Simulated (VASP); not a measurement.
Input of a VASP 6.6.1 run:

Contents of INCAR:

```
SYSTEM = HfV2
PREC     = Accurate       ! precision mode
ENCUT    = 520            ! plane-wave cutoff, eV
EDIFF    = 1E-6           ! SCF threshold, eV
ISMEAR   = -1             ! smearing method
SIGMA    = 0.05           ! smearing width, eV
LREAL    = .False.        ! projectors in reciprocal space
LASPH    = .True.         ! aspherical terms in the spheres
NELM     = 100            ! most SCF steps
ALGO     = Normal         ! electronic algorithm
ISIF     = 2              ! what is computed and relaxed
LWAVE    = .False.        ! write WAVECAR
LCHARG   = .False.        ! write CHGCAR
GGA      = CA             ! functional
NBANDS   = 45             ! bands
```

File KPOINTS:

```
Automatic mesh
0
Gamma
  8 8 8
  0 0 0
```

POSCAR

```
HfV2
1.0
    0.0000000000      3.5677883035      3.5677883035
    3.5677883035      0.0000000000      3.5677883035
    3.5677883035      3.5677883035      0.0000000000
Hf V
2 4
Direct
    0.1250000000      0.1250000000      0.1250000000
   -0.1250000000     -0.1250000000     -0.1250000000
    0.5000000000      0.5000000000      0.5000000000
    0.5000000000      0.5000000000      0.0000000000
    0.5000000000      0.0000000000      0.5000000000
    0.0000000000      0.5000000000      0.5000000000
```

Potentials or basis: VASP PAW LDA potentials, release 64 (Hf_pv, V_sv).

Launch:

```bash
$ cat potpaw_LDA.64/Hf_pv/POTCAR potpaw_LDA.64/V_sv/POTCAR > POTCAR
$ mpirun -np 1 vasp_std > vasp.out
```

Problem. What does it give for the pressure?

Solution. 0.3 GPa.

Problem. Estimate the band gap on the k mesh.

Solution. Zero (band 36 reaches 8.41 eV, above the bottom of band 37 at 7.52 eV).

Caveat: spin-orbit coupling is left out, which moves the levels of the heavy elements.
